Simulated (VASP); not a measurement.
# Bi (Im-3m) in VASP: single point with PBEsol

Aim: the single point of Bi with PBEsol.

All numbers are computed with VASP 6.6.1; they aren't measurements. Logs are shortened: lines on timing, memory, paths and dates and some standing lists are left out, and cuts for length are marked.

## (1) The cell of the first run

Symmetry: Im-3m, No. 229, cubic system. The conventional cell has a = 3.518 Å, b = 3.518 Å, c = 3.518 Å, α = 90.00°, β = 90.00°, γ = 90.00°. Within 4.0 Å of Bi (site symmetry m-3m) lie 14 Bi at 3.05 to 3.52 Å.

This isn't the form of Bi at room conditions, which is rhombohedral.

## (2) Single point, PBEsol

INCAR

```
  PREC = Accurate
  ENCUT = 520
  EDIFF = 1E-6
  ISMEAR = -1
  SIGMA = 0.1
  LREAL = False
  LASPH = True
  NELM = 80
  ALGO = Normal
  ISIF = 2
  LWAVE = False
  LCHARG = False
  GGA = PS
  NBANDS = 14
```

KPOINTS

```
regular mesh
0
Gamma
  16 16 16
```

POSCAR

```
Bi
1.0
   -1.7590503306      1.7590503306      1.7590503306
    1.7590503306     -1.7590503306      1.7590503306
    1.7590503306      1.7590503306     -1.7590503306
Bi
1
Direct
    0.0000000000      0.0000000000      0.0000000000
```

Potentials or basis: VASP PAW PBE potentials, release 64 (Bi_d).

Started as:

```sh
$ cat potpaw_PBE.64/Bi_d/POTCAR > POTCAR
$ mpirun -np 1 vasp_std > vasp.out
```

OUTCAR:

```text
PREC = Accurate
   ENCUT = 520
   EDIFF = 1E-6
   ISMEAR = -1
   LREAL = False
   LASPH = True
   NELM = 80
   ISIF = 2
   GGA = PS

 ion  position               nearest neighbor table
   1  0.000  0.000  0.000-

  LATTYP: Found a body centered cubic cell.
 ALAT       =     3.5181006612

  Lattice vectors:

 A1 = (  -1.7590503306,   1.7590503306,   1.7590503306)
 A2 = (   1.7590503306,  -1.7590503306,   1.7590503306)
 A3 = (   1.7590503306,   1.7590503306,  -1.7590503306)

Analysis of symmetry for initial positions (statically):
=====================================================================
 Subroutine PRICEL returns:
 Original cell was already a primitive cell.

 Routine SETGRP: Setting up the symmetry group for a
 body centered cubic supercell.

 Subroutine GETGRP returns: Found 48 space group operations
 (whereof 48 operations were pure point group operations)
 out of a pool of 48 trial point group operations.

The static configuration has the point symmetry O_h .

Analysis of symmetry for dynamics (positions and initial velocities):
=====================================================================
 Subroutine PRICEL returns:
 Original cell was already a primitive cell.

 Routine SETGRP: Setting up the symmetry group for a
 body centered cubic supercell.

 Subroutine GETGRP returns: Found 48 space group operations
 (whereof 48 operations were pure point group operations)
 out of a pool of 48 trial point group operations.

The dynamic configuration has the point symmetry O_h .

 Subroutine INISYM returns: Found 48 space group operations
 (whereof 48 operations are pure point group operations),
 and found     1 'primitive' translations

----------------------------------------------------------------------------------------

                                     Primitive cell

  volume of cell :      21.7718

  direct lattice vectors                    reciprocal lattice vectors
    -1.759050331  1.759050331  1.759050331     0.000000000  0.284244283  0.284244283
     1.759050331 -1.759050331  1.759050331     0.284244283  0.000000000  0.284244283
     1.759050331  1.759050331 -1.759050331     0.284244283  0.284244283  0.000000000

  length of vectors
     3.046764546  3.046764546  3.046764546     0.401982120  0.401982120  0.401982120

  position of ions in fractional coordinates (direct lattice)
     0.000000000  0.000000000  0.000000000

[... 81 lines left out ...]
   ISIF   =      2    stress and relaxation
   ISYM   =      2    0-nonsym 1-usesym 2-fastsym
   POTIM  = 0.5000    time-step for ionic-motion
   TEBEG  =    0.0;   TEEND  =   0.0 temperature during run
   PSTRESS=    0.0 pullay stress
   NELECT =      15.0000    total number of electrons
   NUPDOWN=      -1.0000    fix difference up-down
   EMIN   =  10.00;   EMAX   =-10.00  energy-range for DOS
   EFERMI =   0.00;   METHOD = LEGACY
   ISMEAR =    -1;   SIGMA  =   0.10  broadening in eV -4-tet -1-fermi 0-gaus
   EFERMI_NEDOS =   21; number of points for ismear=-14 and -15
   IALGO  =     38    algorithm
   IMIX   =      4    mixing-type and parameters
     AMIX     =   0.40;   BMIX     =  1.00
     AMIX_MAG =   1.60;   BMIX_MAG =  1.00
  volume/ion in A,a.u.               =      21.77       146.92
  Fermi-wavevector in a.u.,A,eV,Ry     =   1.445907  2.732368 28.444975  2.090647
  Thomas-Fermi vector in A             =   2.564036
   LORBIT       =      0    0 simple, 1 ext, 2 COOP (PROOUT), +10 PAW based schemes
   GGA     = PS    functional components
   LHFCALC =     F    Hartree Fock is set to
   AEXX    =    0.0000 exact exchange contribution
   IVDW    =     0    specifies the selected vdW correction
   LEPSILON=     F    determine dielectric tensor
   LRPA    =     F    only Hartree local field effects (RPA)
 non-spin polarized calculation
  energy-cutoff  :      520.00
  volume of cell :       21.77
 maximum number of plane-waves:       604
   NGX = 11   NGY = 11   NGZ = 11

 number of electron      14.9999998 magnetization

 Free energy of the ion-electron system (eV)
  ---------------------------------------------------
  ext. energy  EPLUGINS =         0.00000000
  ---------------------------------------------------
  free energy    TOTEN  =        -3.45120154 eV

  energy without entropy =       -3.43410204  energy(sigma->0) =       -3.44265179

 E-fermi :  13.0286     XC(G=0): -12.2610

 val. band max:       12.9618706050   @ k =   0.1875   0.1875   0.0625
 cond. band min:      13.0351798341   @ k =  -0.2500   0.2500   0.2500
 fundamental gap:      0.0733092291
 Fermi energy:        13.0286082631

 k-point     1 :       0.0000    0.0000    0.0000
  band No.  band energies     occupation
      1     -10.4678      2.00000
      2     -10.4678      2.00000
      3     -10.4678      2.00000
      4     -10.0749      2.00000
      5     -10.0749      2.00000
      6      -3.6626      2.00000
      7      21.2945      0.00000
      8      21.2945      0.00000
      9      21.2945      0.00000
     10      23.3058      0.00000
     11      23.3058      0.00000
     12      23.3058      0.00000
     13      27.5254      0.00000
     14      27.5254      0.00000
[... 377 lines left out ...]
      1     -10.5338      2.00000
      2     -10.3864      2.00000
      3     -10.1372      2.00000
      4     -10.1147      2.00000
      5      -9.9846      2.00000
      6       0.2072      2.00000
      7       9.3846      2.00000
      8      12.6097      1.97014
      9      16.8607      0.00000
     10      22.8382      0.00000
     11      23.9484      0.00000
     12      26.7656      0.00000
     13      29.1346      0.00000
     14      29.6094      0.00000

 [... further k-points ...]

------------------------ aborting loop because EDIFF is reached ----------------------------------------

  FORCE on cell =-STRESS in cart. coord.  units (eV):
  Direction    XX          YY          ZZ          XY          YZ          ZX
  --------------------------------------------------------------------------------------
  -------------------------------------------------------------------------------------
  Total        5.5371710      5.5371710      5.5371710      0.0000000     -0.0000000      0.0000000
  in kB      407.4775909    407.4775909    407.4775909      0.0000000     -0.0000000      0.0000000
  external PRESSURE =     407.4775909 kB  Pullay stress =       0.0000000 kB

 VOLUME and BASIS-vectors are now :
 -----------------------------------------------------------------------------
  energy-cutoff  :      520.00
  volume of cell :       21.77
      direct lattice vectors                 reciprocal lattice vectors
    -1.759050331  1.759050331  1.759050331     0.000000000  0.284244283  0.284244283
     1.759050331 -1.759050331  1.759050331     0.284244283  0.000000000  0.284244283
     1.759050331  1.759050331 -1.759050331     0.284244283  0.284244283  0.000000000

 POSITION                                       TOTAL-FORCE (eV/Angst)
 -----------------------------------------------------------------------------------
      0.00000      0.00000      0.00000         0.000000      0.000000      0.000000
 -----------------------------------------------------------------------------------
    total drift:                               -0.000000      0.000000      0.000000

  FREE ENERGIE OF THE ION-ELECTRON SYSTEM (eV)
  ---------------------------------------------------
  free  energy   TOTEN  =        -3.4512015360 eV

  energy  without entropy=       -3.4341020380  energy(sigma->0) =       -3.44265179
```

OSZICAR:

```text
N       E                     dE             d eps       ncg     rms          rms(c)
DAV:   1     0.113082266874E+03    0.11308E+03   -0.76441E+03  4130   0.140E+03
DAV:   2     0.242414248275E+01   -0.11066E+03   -0.10673E+03  4486   0.352E+02
DAV:   3    -0.335435295245E+01   -0.57785E+01   -0.57509E+01  5126   0.765E+01
DAV:   4    -0.347043765753E+01   -0.11608E+00   -0.11606E+00  5050   0.111E+01
DAV:   5    -0.347498875209E+01   -0.45511E-02   -0.45509E-02  5598   0.207E+00    0.852E-01
DAV:   6    -0.345907063757E+01    0.15918E-01   -0.89155E-03  6090   0.157E+00    0.450E-01
DAV:   7    -0.345153858053E+01    0.75321E-02   -0.58382E-03  6536   0.127E+00    0.711E-02
DAV:   8    -0.345120881880E+01    0.32976E-03   -0.40301E-04  5450   0.320E-01    0.707E-03
DAV:   9    -0.345120290100E+01    0.59178E-05   -0.12765E-05  5222   0.603E-02    0.516E-03
DAV:  10    -0.345120152201E+01    0.13790E-05   -0.55271E-07  3932   0.837E-03    0.546E-04
DAV:  11    -0.345120153602E+01   -0.14008E-07   -0.23868E-07  3194   0.812E-03
   1 F= -.34512015E+01 E0= -.34426518E+01  d E =-.170995E-01
```

It took 21 s on 1 thread of Intel Xeon Platinum 8259CL at 2.50GHz (Skylake/Cascade Lake), shared host; peak memory 0.16 GiB.

Results:

* Free energy: -3.4512 eV
* Pressure: 40.7 GPa
* Band gap on the k mesh: zero (an odd number of electrons rules out a gap without spin polarisation)

Caveat: the cell stands under pressure; the PAW data sets were made with another functional, which shifts forces and pressure a little; spin-orbit coupling is left out, which moves the levels of the heavy elements.

The gap in the log of VASP goes by the Fermi energy; the results here count the filled bands.